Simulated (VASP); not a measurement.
# KMgBr3 (Pm-3m) in VASP: further runs, part 2 of 2

VASP 6.6.1. The steps go on from the part before.

## 3. Single point, r2SCAN (strain +3.0%)

Contents of POSCAR:

```
KMgBr3
1.0
    5.4622621013      0.0000000000      0.0000000000
    0.0000000000      5.4622621013      0.0000000000
    0.0000000000      0.0000000000      5.4622621013
K Mg Br
1 1 3
Direct
    0.0000000000      0.0000000000      0.0000000000
    0.5000000000      0.5000000000      0.5000000000
    0.5000000000      0.5000000000      0.0000000000
    0.5000000000      0.0000000000      0.5000000000
    0.0000000000      0.5000000000      0.5000000000
```

Contents of INCAR.step1:

```
SYSTEM = KMgBr3
PREC = Accurate
ENCUT = 520
ISMEAR = 0
SIGMA = 0.01
LREAL = .FALSE.
LASPH = .TRUE.
NELM = 100
NBANDS = 24
GGA = PE
ALGO = Normal
EDIFF = 1E-4
LWAVE = .TRUE.
LCHARG = .FALSE.
```

Contents of INCAR.step2:

```
SYSTEM = KMgBr3
PREC = Accurate
ENCUT = 520
EDIFF = 1E-6
ISMEAR = 0
SIGMA = 0.01
LREAL = .FALSE.
LASPH = .TRUE.
NELM = 100
ALGO = Normal
ISIF = 2
LWAVE = .FALSE.
LCHARG = .TRUE.
METAGGA = R2SCAN
LMIXTAU = .TRUE.
LELF = .TRUE.
LVHAR = .TRUE.
NBANDS = 24
ISTART = 1
```

Contents of KPOINTS:

```
Automatic mesh
0
G
  6 6 6
  0 0 0
```

Potentials or basis: VASP PAW PBE potentials, release 64 (K_sv, Mg, Br).

On the command line:

```console
> cat potpaw_PBE.64/K_sv/POTCAR potpaw_PBE.64/Mg/POTCAR potpaw_PBE.64/Br/POTCAR > POTCAR
> cp INCAR.step1 INCAR
> mpirun -np 1 vasp_std > vasp.out
> cp INCAR.step2 INCAR
> mpirun -np 1 vasp_std > vasp.out
```

OUTCAR:

```text
SYSTEM = KMgBr3
   PREC = Accurate
   ENCUT = 520
   EDIFF = 1E-6
   ISMEAR = 0
   LREAL = .FALSE.
   LASPH = .TRUE.
   NELM = 100
   ISIF = 2
   METAGGA = R2SCAN
   ISTART = 1

 ion  position               nearest neighbor table
   1  0.000  0.000  0.000-
   2  0.500  0.500  0.500-   3 2.73   4 2.73   5 2.73   3 2.73   4 2.73   5 2.73
   3  0.500  0.500  0.000-   2 2.73   2 2.73
   4  0.500  0.000  0.500-   2 2.73   2 2.73
   5  0.000  0.500  0.500-   2 2.73   2 2.73

  LATTYP: Found a simple cubic cell.
 ALAT       =     5.4622621013

  Lattice vectors:

 A1 = (   5.4622621013,   0.0000000000,   0.0000000000)
 A2 = (   0.0000000000,   5.4622621013,   0.0000000000)
 A3 = (   0.0000000000,   0.0000000000,   5.4622621013)

Analysis of symmetry for initial positions (statically):
=====================================================================
 Subroutine PRICEL returns:
 Original cell was already a primitive cell.

 Routine SETGRP: Setting up the symmetry group for a
 simple cubic supercell.

 Subroutine GETGRP returns: Found 48 space group operations
 (whereof 48 operations were pure point group operations)
 out of a pool of 48 trial point group operations.

The static configuration has the point symmetry O_h .

Analysis of symmetry for dynamics (positions and initial velocities):
=====================================================================
 Subroutine PRICEL returns:
 Original cell was already a primitive cell.

 Routine SETGRP: Setting up the symmetry group for a
 simple cubic supercell.

 Subroutine GETGRP returns: Found 48 space group operations
 (whereof 48 operations were pure point group operations)
 out of a pool of 48 trial point group operations.

The dynamic configuration has the point symmetry O_h .

 Subroutine INISYM returns: Found 48 space group operations
 (whereof 48 operations are pure point group operations),
 and found     1 'primitive' translations

----------------------------------------------------------------------------------------

                                     Primitive cell

  volume of cell :     162.9737

  direct lattice vectors                    reciprocal lattice vectors
     5.462262101  0.000000000  0.000000000     0.183074335  0.000000000  0.000000000
     0.000000000  5.462262101  0.000000000     0.000000000  0.183074335  0.000000000
     0.000000000  0.000000000  5.462262101     0.000000000  0.000000000  0.183074335

  length of vectors
     5.462262101  5.462262101  5.462262101     0.183074335  0.183074335  0.183074335

  position of ions in fractional coordinates (direct lattice)
     0.000000000  0.000000000  0.000000000
     0.500000000  0.500000000  0.500000000
     0.500000000  0.500000000  0.000000000
     0.500000000  0.000000000  0.500000000
     0.000000000  0.500000000  0.500000000

  ion indices of the primitive-cell ions
   primitive index   ion index
                 1           1
                 2           2
                 3           3
                 4           4
                 5           5

----------------------------------------------------------------------------------------

 KPOINTS: Automatic mesh

Automatic generation of k-mesh.
 Grid dimensions read from file:
 generate k-points for:    6    6    6

 Generating k-lattice:

  Cartesian coordinates                     Fractional coordinates (reciprocal lattice)
     0.030512389  0.000000000  0.000000000     0.166666667  0.000000000  0.000000000
     0.000000000  0.030512389  0.000000000     0.000000000  0.166666667  0.000000000
     0.000000000  0.000000000  0.030512389     0.000000000  0.000000000  0.166666667

  Length of vectors
     0.030512389  0.030512389  0.030512389

  Shift w.r.t. Gamma in fractional coordinates (k-lattice)
     0.000000000  0.000000000  0.000000000

 Subroutine IBZKPT returns following result:
 ===========================================

 Found     20 irreducible k-points:

 Following reciprocal coordinates:
            Coordinates               Weight
  0.000000  0.000000  0.000000      1.000000
  0.166667  0.000000  0.000000      6.000000
  0.333333  0.000000  0.000000      6.000000
  0.500000  0.000000  0.000000      3.000000
  0.166667  0.166667  0.000000     12.000000
  0.333333  0.166667  0.000000     24.000000
[... 12 lines left out ...]
  0.500000  0.500000  0.333333      6.000000
  0.500000  0.500000  0.500000      1.000000
   k-points           NKPTS =     20   k-points in BZ     NKDIM =     20   number of bands    NBANDS=     24
   number of dos      NEDOS =    301   number of ions     NIONS =      5
   total plane-waves  NPLWV =  74088
   dimension x,y,z NGX =    42 NGY =   42 NGZ =   42
   dimension x,y,z NGXF=    84 NGYF=   84 NGZF=   84
   ions per type =               1   1   3
   NGX,Y,Z   is equivalent  to a cutoff of  12.78, 12.78, 12.78 a.u.
   NGXF,Y,Z  is equivalent  to a cutoff of  25.57, 25.57, 25.57 a.u.
 SYSTEM =  KMgBr3
   PREC   = accura    normal or accurate (medium, high low for compatibility)
   ISTART =      1    job   : 0-new  1-cont  2-samecut
   ICHARG =      0    charge: 1-file 2-atom 10-const
   ISPIN  =      1    spin polarized calculation?
   LNONCOLLINEAR =      F non collinear calculations
   LSORBIT =      F    spin-orbit coupling
   LASPH  =      T    aspherical Exc in radial PAW
   ENCUT  =  520.0 eV  38.22 Ry    6.18 a.u.  10.16 10.16 10.16*2*pi/ulx,y,z
   NELM   =    100;   NELMIN=  2; NELMDL=  0     # of ELM steps
   EDIFF  = 0.1E-05   stopping-criterion for ELM
   LREAL  =      F    real-space projection
   EDIFFG = 0.1E-04   stopping-criterion for IOM
   NSW    =      0    number of steps for IOM
   IBRION =     -1    ionic relax: 0-MD 1-quasi-New 2-CG
   NFREE  =      0    steps in history (QN), initial steepest desc. (CG)
   ISIF   =      2    stress and relaxation
   ISYM   =      2    0-nonsym 1-usesym 2-fastsym
   POTIM  = 0.5000    time-step for ionic-motion
   TEBEG  =    0.0;   TEEND  =   0.0 temperature during run
   PSTRESS=    0.0 pullay stress
   NELECT =      32.0000    total number of electrons
   NUPDOWN=      -1.0000    fix difference up-down
   EMIN   =  10.00;   EMAX   =-10.00  energy-range for DOS
   EFERMI =   0.00;   METHOD = LEGACY
   ISMEAR =     0;   SIGMA  =   0.01  broadening in eV -4-tet -1-fermi 0-gaus
   EFERMI_NEDOS =   21; number of points for ismear=-14 and -15
   IALGO  =     38    algorithm
   IMIX   =      4    mixing-type and parameters
     AMIX     =   0.40;   BMIX     =  1.00
     AMIX_MAG =   1.60;   BMIX_MAG =  1.00
  volume/ion in A,a.u.               =      32.59       219.96
  Fermi-wavevector in a.u.,A,eV,Ry     =   0.951522  1.798116 12.318642  0.905395
  Thomas-Fermi vector in A             =   2.080000
   LORBIT       =      0    0 simple, 1 ext, 2 COOP (PROOUT), +10 PAW based schemes
   METAGGA = R2SCAN    functional components
   LHFCALC =     F    Hartree Fock is set to
   AEXX    =    0.0000 exact exchange contribution
   IVDW    =     0    specifies the selected vdW correction
   LEPSILON=     F    determine dielectric tensor
   LRPA    =     F    only Hartree local field effects (RPA)
 non-spin polarized calculation
 Gauss-broadening in eV      SIGMA  =   0.01
  energy-cutoff  :      520.00
  volume of cell :      162.97
 maximum number of plane-waves:      4418
 NGX is ok and might be reduce to    42
   NGX = 21   NGY = 21   NGZ = 21

 number of electron      32.0000004 magnetization

 Free energy of the ion-electron system (eV)
  ---------------------------------------------------
  ext. energy  EPLUGINS =         0.00000000
  ---------------------------------------------------
  free energy    TOTEN  =       -58.75079635 eV

  energy without entropy =      -58.75079635  energy(sigma->0) =      -58.75079635

 E-fermi :  -0.9020     XC(G=0):  -8.0040

 val. band max:       -0.9516019358   @ k =   0.5000   0.5000   0.5000
 cond. band min:       2.2827511144   @ k =   0.0000   0.0000   0.0000
 fundamental gap:      3.2343530503
 Fermi energy:        -0.9020090588

 k-point     1 :       0.0000    0.0000    0.0000
  band No.  band energies     occupation
      1     -30.9585      2.00000
      2     -14.9282      2.00000
      3     -14.2985      2.00000
      4     -14.2985      2.00000
      5     -13.6458      2.00000
      6     -13.6458      2.00000
[... 529 lines left out ...]
     23       7.9212      0.00000
     24       8.6527      0.00000

------------------------ aborting loop because EDIFF is reached ----------------------------------------

  FORCE on cell =-STRESS in cart. coord.  units (eV):
  Direction    XX          YY          ZZ          XY          YZ          ZX
  --------------------------------------------------------------------------------------
  -------------------------------------------------------------------------------------
  Total       -2.2086116     -2.2086116     -2.2086116      0.0000000     -0.0000000      0.0000000
  in kB      -21.7126250    -21.7126250    -21.7126250      0.0000000     -0.0000000      0.0000000
  external PRESSURE =     -21.7126250 kB  Pullay stress =       0.0000000 kB

 VOLUME and BASIS-vectors are now :
 -----------------------------------------------------------------------------
  energy-cutoff  :      520.00
  volume of cell :      162.97
      direct lattice vectors                 reciprocal lattice vectors
     5.462262101  0.000000000  0.000000000     0.183074335  0.000000000  0.000000000
     0.000000000  5.462262101  0.000000000     0.000000000  0.183074335  0.000000000
     0.000000000  0.000000000  5.462262101     0.000000000  0.000000000  0.183074335

 POSITION                                       TOTAL-FORCE (eV/Angst)
 -----------------------------------------------------------------------------------
      0.00000      0.00000      0.00000         0.000000      0.000000      0.000000
      2.73113      2.73113      2.73113         0.000000      0.000000      0.000000
      2.73113      2.73113      0.00000         0.000000      0.000000      0.000000
      2.73113      0.00000      2.73113         0.000000      0.000000      0.000000
      0.00000      2.73113      2.73113         0.000000      0.000000      0.000000
 -----------------------------------------------------------------------------------
    total drift:                                0.000000     -0.000000      0.000000

  FREE ENERGIE OF THE ION-ELECTRON SYSTEM (eV)
  ---------------------------------------------------
  free  energy   TOTEN  =       -58.7507963485 eV

  energy  without entropy=      -58.7507963485  energy(sigma->0) =      -58.75079635
```

Run time: 2 min. Hardware: 1 thread of Intel Xeon 6975P-C (Granite Rapids), shared host; peak memory 0.33 GiB.

Results:

```yaml
Free_energy: -58.7508 eV
Pressure: -2.2 GPa
Band_gap_on_the_k_mesh: 3.23 eV, indirect (least direct gap 3.69 eV)
```

Caveat: the cell differs from its parent crystal (strain +3.0%); the PAW data sets were made with another functional, which shifts forces and pressure a little. A k mesh can miss the band edges.
